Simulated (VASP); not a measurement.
Input of a VASP 6.6.1 run:

File INCAR:

```
SYSTEM = TaSb4Au
ALGO = Normal
EDIFF = 1E-6
ENCUT = 520
GGA = PE
ISIF = 2
ISMEAR = 0
LASPH = .True.
LCHARG = .False.
LREAL = .False.
LWAVE = .False.
NBANDS = 30
NELM = 100
PREC = Accurate
SIGMA = 0.1
```

File KPOINTS:

```
k-points
0
Gamma
  4 4 4
  0 0 0
```

POSCAR

```
TaSb4Au
1.0
    0.0000000000      4.2419857801      4.2419857801
    4.2419857801      0.0000000000      4.2419857801
    4.2419857801      4.2419857801      0.0000000000
Ta Sb Au
1 4 1
Direct
    0.7500000000      0.7500000000      0.7500000000
    0.3752963629      0.3752963629      0.8741109114
    0.8741109114      0.3752963629      0.3752963629
    0.3752963629      0.3752963629      0.3752963629
    0.3752963629      0.8741109114      0.3752963629
    0.0000000000      0.0000000000      0.0000000000
```

Potentials or basis: VASP PAW PBE potentials, release 64 (Ta_pv, Sb, Au).

Launch:

```sh
$ cat potpaw_PBE.64/Ta_pv/POTCAR potpaw_PBE.64/Sb/POTCAR potpaw_PBE.64/Au/POTCAR > POTCAR
$ mpirun -np 1 vasp_std > vasp.out
```

(1) Predict the largest force.

(2) Estimate the pressure.

Results:

(1) 0.014 eV/Å.

(2) 0.1 GPa.
